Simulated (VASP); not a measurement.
# FeSi (P2_13) in VASP: settings compared, part 2 of 2

VASP 6.6.1. Earlier steps stand in the parts before.

**3. Electric field gradients, LDA, collinear spin, ferromagnetic start**

The input, INCAR:

```
SYSTEM = FeSi
PREC = Accurate
ENCUT = 520
EDIFF = 1E-8
ISMEAR = -1
SIGMA = 0.05
LREAL = .False.
LASPH = .True.
NELM = 150
ALGO = Normal
ISIF = 2
LWAVE = .False.
LCHARG = .False.
ISPIN = 2
MAGMOM = 3 3 3 3 0 0 0 0
LORBIT = 11
LMAXMIX = 4
GGA = CA
LEFG = .True.
NBANDS = 38
```

The input, KPOINTS:

```
Automatic mesh
0
Gamma
  10 10 10
  0 0 0
```

The input, POSCAR:

```
FeSi
1.0
    4.4670000000      0.0000000000      0.0000000000
    0.0000000000      4.4670000000      0.0000000000
    0.0000000000      0.0000000000      4.4670000000
Fe Si
4 4
Direct
    0.1355075319      0.1355075319      0.1355075319
    0.3644924681      0.8644924681      0.6355075319
    0.6355075319      0.3644924681      0.8644924681
    0.8644924681      0.6355075319      0.3644924681
    0.8407186455      0.8407186455      0.8407186455
    0.6592813545      0.1592813545      0.3407186455
    0.3407186455      0.6592813545      0.1592813545
    0.1592813545      0.3407186455      0.6592813545
```

Potentials or basis: VASP PAW LDA potentials, release 64 (Fe, Si).

Started as:

```bash
$ cat potpaw_LDA.64/Fe/POTCAR potpaw_LDA.64/Si/POTCAR > POTCAR
$ mpirun -np 1 vasp_std > vasp.out
```

OUTCAR:

```text
SYSTEM = FeSi
   PREC = Accurate
   ENCUT = 520
   EDIFF = 1E-8
   ISMEAR = -1
   LREAL = .False.
   LASPH = .True.
   NELM = 150
   ISIF = 2
   ISPIN = 2
   LORBIT = 11
   GGA = CA

 ion  position               nearest neighbor table
   1  0.136  0.136  0.136-   5 2.28   6 2.32   7 2.32   8 2.32   7 2.52   8 2.52   6 2.52   3 2.74
                             4 2.74   2 2.74   2 2.74   4 2.74   3 2.74
   2  0.364  0.864  0.636-   6 2.28   5 2.32   7 2.32   8 2.32   7 2.52   8 2.52   5 2.52   1 2.74
                             1 2.74   3 2.74   3 2.74   4 2.74   4 2.74
   3  0.636  0.364  0.864-   7 2.28   6 2.32   5 2.32   8 2.32   8 2.52   6 2.52   5 2.52   1 2.74
                             4 2.74   2 2.74   2 2.74   4 2.74   1 2.74
   4  0.864  0.636  0.364-   8 2.28   6 2.32   7 2.32   5 2.32   6 2.52   5 2.52   7 2.52   1 2.74
                             3 2.74   2 2.74   1 2.74   2 2.74   3 2.74
   5  0.841  0.841  0.841-   1 2.28   2 2.32   3 2.32   4 2.32   3 2.52   4 2.52   2 2.52   6 2.77
                             7 2.77   8 2.77   6 2.77   8 2.77   7 2.77
   6  0.659  0.159  0.341-   2 2.28   1 2.32   3 2.32   4 2.32   3 2.52   4 2.52   1 2.52   8 2.77
                             5 2.77   5 2.77   7 2.77   7 2.77   8 2.77
   7  0.341  0.659  0.159-   3 2.28   2 2.32   1 2.32   4 2.32   4 2.52   2 2.52   1 2.52   8 2.77
                             5 2.77   8 2.77   6 2.77   6 2.77   5 2.77
   8  0.159  0.341  0.659-   4 2.28   2 2.32   3 2.32   1 2.32   2 2.52   1 2.52   3 2.52   7 2.77
                             5 2.77   7 2.77   5 2.77   6 2.77   6 2.77

  LATTYP: Found a simple cubic cell.
 ALAT       =     4.4670000000

  Lattice vectors:

 A1 = (   4.4670000000,   0.0000000000,   0.0000000000)
 A2 = (   0.0000000000,   4.4670000000,   0.0000000000)
 A3 = (   0.0000000000,   0.0000000000,   4.4670000000)

Analysis of symmetry for initial positions (statically):
=====================================================================
 Subroutine PRICEL returns:
 Original cell was already a primitive cell.

 Routine SETGRP: Setting up the symmetry group for a
 simple cubic supercell.

 Subroutine GETGRP returns: Found 12 space group operations
 (whereof  3 operations were pure point group operations)
 out of a pool of 48 trial point group operations.

The static configuration has the point symmetry C_3 .
 The point group associated with its full space group is T   .

Analysis of symmetry for dynamics (positions and initial velocities):
=====================================================================
 Subroutine PRICEL returns:
 Original cell was already a primitive cell.

 Routine SETGRP: Setting up the symmetry group for a
 simple cubic supercell.

 Subroutine GETGRP returns: Found 12 space group operations
 (whereof  3 operations were pure point group operations)
 out of a pool of 48 trial point group operations.

The dynamic configuration has the point symmetry C_3 .
 The point group associated with its full space group is T   .

Analysis of structural, dynamic, and magnetic symmetry:
=====================================================================
 Subroutine PRICEL returns:
 Original cell was already a primitive cell.

 Routine SETGRP: Setting up the symmetry group for a
[... 2061 lines left out ...]
  Direction    XX          YY          ZZ          XY          YZ          ZX
  --------------------------------------------------------------------------------------
  -------------------------------------------------------------------------------------
  Total       -7.8992576     -7.8992576     -7.8992576     -0.0000000     -0.0000000     -0.0000000
  in kB     -141.9871377   -141.9871377   -141.9871377     -0.0000000     -0.0000000     -0.0000000
  external PRESSURE =    -141.9871377 kB  Pullay stress =       0.0000000 kB

 VOLUME and BASIS-vectors are now :
 -----------------------------------------------------------------------------
  energy-cutoff  :      520.00
  volume of cell :       89.13
      direct lattice vectors                 reciprocal lattice vectors
     4.467000000  0.000000000  0.000000000     0.223863891  0.000000000  0.000000000
     0.000000000  4.467000000  0.000000000     0.000000000  0.223863891  0.000000000
     0.000000000  0.000000000  4.467000000     0.000000000  0.000000000  0.223863891

 POSITION                                       TOTAL-FORCE (eV/Angst)
 -----------------------------------------------------------------------------------
      0.60531      0.60531      0.60531        -0.053339     -0.053339     -0.053339
      1.62819      3.86169      2.83881         0.053339      0.053339     -0.053339
      2.83881      1.62819      3.86169        -0.053339      0.053339      0.053339
      3.86169      2.83881      1.62819         0.053339     -0.053339      0.053339
      3.75549      3.75549      3.75549        -0.057898     -0.057898     -0.057898
      2.94501      0.71151      1.52199         0.057898      0.057898     -0.057898
      1.52199      2.94501      0.71151        -0.057898      0.057898      0.057898
      0.71151      1.52199      2.94501         0.057898     -0.057898      0.057898
 -----------------------------------------------------------------------------------
    total drift:                                0.000000     -0.000000     -0.000000

  FREE ENERGIE OF THE ION-ELECTRON SYSTEM (eV)
  ---------------------------------------------------
  free  energy   TOTEN  =       -66.3157693053 eV

  energy  without entropy=      -66.2675455860  energy(sigma->0) =      -66.29165745

 Electric field gradients (V/A^2)
---------------------------------------------------------------------
 ion       V_xx      V_yy      V_zz      V_xy      V_xz      V_yz
---------------------------------------------------------------------
   1       0.000     0.000    -0.000    21.312    21.312    21.312
   2       0.000     0.000    -0.000    21.312   -21.312   -21.312
   3       0.000    -0.000     0.000   -21.312   -21.312    21.312
   4       0.000     0.000    -0.000   -21.312    21.312   -21.312
   5       0.000     0.000     0.000   -17.355   -17.355   -17.355
   6      -0.000     0.000     0.000   -17.355    17.355    17.355
   7      -0.000     0.000     0.000    17.355    17.355   -17.355
   8      -0.000     0.000     0.000    17.355   -17.355    17.355
---------------------------------------------------------------------

 Electric field gradients after diagonalization (V/A^2)
 (convention: |V_zz| > |V_xx| > |V_yy|)
----------------------------------------------------------------------
 ion       V_xx      V_yy      V_zz     asymmetry (V_yy - V_xx)/ V_zz
----------------------------------------------------------------------
   1     -21.312   -21.312    42.624       0.000
   2     -21.312   -21.312    42.624       0.000
   3     -21.312   -21.312    42.624       0.000
   4     -21.312   -21.312    42.624       0.000
   5      17.355    17.355   -34.711       0.000
   6      17.355    17.355   -34.711       0.000
   7      17.355    17.355   -34.711       0.000
   8      17.355    17.355   -34.711       0.000
----------------------------------------------------------------------

           NMR quadrupolar parameters

 Cq : quadrupolar parameter    Cq=e*Q*V_zz/h
 eta: asymmetry parameters     (V_yy - V_xx)/ V_zz
 Q  : nuclear electric quadrupole moment in mb (millibarn)
----------------------------------------------------------------------
 ion       Cq(MHz)       eta       Q (mb)
----------------------------------------------------------------------
   1       0.103       0.000       1.000
   2       0.103       0.000       1.000
   3       0.103       0.000       1.000
   4       0.103       0.000       1.000
   5      -0.084       0.000       1.000
   6      -0.084       0.000       1.000
   7      -0.084       0.000       1.000
   8      -0.084       0.000       1.000
----------------------------------------------------------------------

 total charge

# of ion       s       p       d       tot
------------------------------------------
    1        0.437   0.627   6.584   7.648
    2        0.437   0.627   6.584   7.648
    3        0.437   0.627   6.584   7.648
    4        0.437   0.627   6.584   7.648
    5        0.744   0.897   0.000   1.640
    6        0.744   0.897   0.000   1.640
    7        0.744   0.897   0.000   1.640
    8        0.744   0.897   0.000   1.640
--------------------------------------------------
tot          4.722   6.096  26.335  37.152

 magnetization (x)

# of ion       s       p       d       tot
------------------------------------------
    1       -0.000  -0.000  -0.000  -0.000
    2       -0.000  -0.000  -0.000  -0.000
    3       -0.000  -0.000  -0.000  -0.000
    4       -0.000  -0.000  -0.000  -0.000
    5       -0.000   0.000   0.000   0.000
    6       -0.000   0.000   0.000   0.000
    7       -0.000   0.000   0.000   0.000
    8       -0.000   0.000   0.000   0.000
--------------------------------------------------
tot         -0.000   0.000  -0.000  -0.000
```

It took 20 min on 1 thread of Oxide Virtual Turin-like, shared host; peak memory 0.4 GiB.

Results:

```
Free energy                                           : -66.3158 eV
Pressure                                              : -14.2 GPa
Largest force                                         : 0.100 eV/Å
Band gap on the k mesh                                : 0.12 eV (least direct gap 0.15 eV)
Net moment                                            : 0.00 μB per cell
Largest electric field gradient by atom               : Fe +42.6; Si -34.7 V/Å²
Valence electrons inside the program's atomic spheres : Fe 7.65; Si 1.64
```

Forces in eV/Å, atoms in the order of the input:
```
Fe  -0.053 -0.053 -0.053
Fe   0.053  0.053 -0.053
Fe  -0.053  0.053  0.053
Fe   0.053 -0.053  0.053
Si  -0.058 -0.058 -0.058
Si   0.058  0.058 -0.058
Si  -0.058  0.058  0.058
Si   0.058 -0.058  0.058
```

Levels at points of the mesh, in eV from the valence-band top:
Spin up:
| k point | band 20 | band 21 | band 22 | band 23 | band 24 | band 25 | band 26 | band 27 | band 28 | band 29 |
| --- | --- | --- | --- | --- | --- | --- | --- | --- | --- | --- |
| (0.00, 0.00, 0.00) | -0.27 | -0.27 | -0.27 | -0.04 | -0.04 | 0.62 | 0.62 | 0.62 | 2.98 | 2.98 |
| (0.50, 0.00, 0.00) | -1.21 | -0.37 | -0.37 | -0.02 | -0.02 | 0.17 | 0.17 | 1.68 | 1.68 | 2.16 |
| (0.50, 0.50, 0.00) | -1.26 | -1.00 | -1.00 | -0.35 | -0.35 | 0.61 | 0.61 | 1.24 | 1.24 | 2.65 |
| (0.50, 0.50, 0.50) | -0.73 | -0.64 | -0.64 | -0.64 | -0.64 | 0.44 | 0.44 | 0.44 | 0.44 | 5.52 |
Spin down:
```tsv
k point	band 22	band 23	band 24	band 25	band 26	band 27
(0.00, 0.00, 0.00)	-0.27	-0.04	-0.04	0.62	0.62	0.62
(0.50, 0.00, 0.00)	-0.37	-0.02	-0.02	0.17	0.17	1.68
(0.50, 0.50, 0.00)	-1.00	-0.35	-0.35	0.61	0.61	1.24
(0.50, 0.50, 0.50)	-0.64	-0.64	-0.64	0.44	0.44	0.44
```

Electric field gradients, principal values (V/Å²):
| atom | least | middle | greatest (by size) |
| --- | --- | --- | --- |
| 1 Fe | -21.312 | -21.312 | 42.624 |
| 2 Fe | -21.312 | -21.312 | 42.624 |
| 3 Fe | -21.312 | -21.312 | 42.624 |
| 4 Fe | -21.312 | -21.312 | 42.624 |
| 5 Si | 17.355 | 17.355 | -34.711 |
| 6 Si | 17.355 | 17.355 | -34.711 |
| 7 Si | 17.355 | 17.355 | -34.711 |
| 8 Si | 17.355 | 17.355 | -34.711 |

Caveat: the cell stands under tension; the moments typed at the start vanished in this run; without QUAD_EFG the Cq values of the log hold for a quadrupole moment of 1 mb, not for the nuclei.
